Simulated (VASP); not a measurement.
The system is InAs3.

```xyz
4
Lattice="0.0000 3.6292 3.6292 3.6292 0.0000 3.6292 3.6292 3.6292 0.0000" Properties=species:S:1:pos:R:3 pbc="T T T"
In    0.0000    0.0000    0.0000
As    1.8146    1.8146    1.8146
As    5.4438    5.4438    5.4438
As    3.6292    3.6292    3.6292
```

This cell differs from its parent crystal: Sb replaced by As, lengths x 0.936, strained.

Base run:

| Item | Value |
| --- | --- |
| Program | VASP 6.6.1 |
| Functional | PBE |
| Potentials or basis | VASP PAW PBE potentials, release 64 (In_d, As) |
| Cutoff | 520 eV |
| k mesh | 10 × 10 × 10 |
| Occupations | gaussian, width 0.1 eV |
| Spin | no spin polarisation |

Its results: band gap on the k mesh zero (band 14 reaches 6.05 eV, above the bottom of band 15 at 3.06 eV); pressure -7.0 GPa.

Task: The run is repeated on the same cell with these changes: k mesh from 10 × 10 × 10 to 4 × 4 × 4. What comes out?

Result: Band gap on the k mesh zero (band 14 reaches 6.12 eV, above the bottom of band 15 at 3.01 eV); pressure -7.4 GPa.

Caveats: some runs use coarse meshes; spin-orbit coupling is left out, which moves the levels of the heavy elements.
